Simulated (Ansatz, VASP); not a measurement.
This is a calculation of Ta for Ansatz 0.2.0.

input.yaml

```yaml
crystal:
  lattice:
    - [-1.65128, 1.65128, 1.65128]
    - [1.65128, -1.65128, 1.65128]
    - [1.65128, 1.65128, -1.65128]
  atoms:
    - { symbol: Ta, position: [0.0, 0.0, 0.0] }
hamiltonian:
  xc: r2scan0
  pseudopotentials: { kind: paw }
kpoints:
  mp_grid: { grid: [6, 6, 6] }
scf:
  occupations: { method: fermi_dirac, width: 0.05 }
output:
  forces: true
  stress: true
  eigenvalues: true
```

Potentials or basis: Ansatz PAW.

The run is started by

```bash
$ ansatz run input.yaml --threads 2 --pin off --max-ram 5632MiB --backend cpu --events-out ev --progress --plain --runs-dir out
```

Set up the same calculation for VASP 6.6.1. Potentials there: VASP PAW PBE potentials, release 64 (Ta_pv).

As run (the cutoff follows the program's own potentials):

POSCAR

```
Ta
1.0
   -1.6512800000      1.6512800000      1.6512800000
    1.6512800000     -1.6512800000      1.6512800000
    1.6512800000      1.6512800000     -1.6512800000
Ta
1
Direct
    0.0000000000      0.0000000000      0.0000000000
```

The input INCAR.step1:

```
PREC     = Accurate       # precision mode
ENCUT    = 520            # plane-wave cutoff, eV
EDIFF    = 1E-5           # SCF threshold, eV
ISMEAR   = -1             # smearing method
SIGMA    = 0.05           # smearing width, eV
LREAL    = False          # projectors in reciprocal space
LASPH    = True           # aspherical terms in the spheres
NELM     = 60             # most SCF steps
ALGO     = Normal         # electronic algorithm
ISIF     = 2              # what is computed and relaxed
LWAVE    = True           # write WAVECAR
LCHARG   = False          # write CHGCAR
NBANDS   = 12             # bands
GGA      = PE             # functional
```

File INCAR.step2:

```
PREC     = Accurate       # precision mode
ENCUT    = 520            # plane-wave cutoff, eV
EDIFF    = 1E-6           # SCF threshold, eV
ISMEAR   = -1             # smearing method
SIGMA    = 0.05           # smearing width, eV
LREAL    = False          # projectors in reciprocal space
LASPH    = True           # aspherical terms in the spheres
NELM     = 60             # most SCF steps
ALGO     = Normal         # electronic algorithm
ISIF     = 2              # what is computed and relaxed
LWAVE    = False          # write WAVECAR
LCHARG   = False          # write CHGCAR
METAGGA  = R2SCAN         # meta-GGA
LHFCALC  = True           # exact exchange
AEXX     = 0.25           # exact-exchange fraction
LMIXTAU  = True         
PRECFOCK = Normal       
NBANDS   = 12             # bands
ISTART   = 1
```

Contents of KPOINTS:

```
regular mesh
0
Gamma
  6 6 6
```

Potentials or basis: VASP PAW PBE potentials, release 64 (Ta_pv).

Run with:

```console
$ cat potpaw_PBE.64/Ta_pv/POTCAR > POTCAR
$ cp INCAR.step1 INCAR
$ mpirun -np 1 vasp_std > vasp.out
$ cp INCAR.step2 INCAR
$ mpirun -np 1 vasp_std > vasp.out
```

Both were run:

|  | VASP | Ansatz | Ansatz less VASP |
| --- | --- | --- | --- |
| gap on the k mesh at the Fermi level (eV) | none | none | - |
| pressure (GPa) | 2.2 | 3.1 | +0.93 |

VASP's potentials were made for PBE, not for r2SCAN0. A gap of «none» marks a metal or a gap that the smearing closes. With one functional, cell and mesh, what is left measures potentials, basis and numerics. VASP's potentials hold 11 valence electrons a cell and Ansatz's 13, so a difference there can come from the potentials and not from the codes.

The k mesh is coarse, so the values compare programs but aren't converged. Spin-orbit coupling is off throughout.
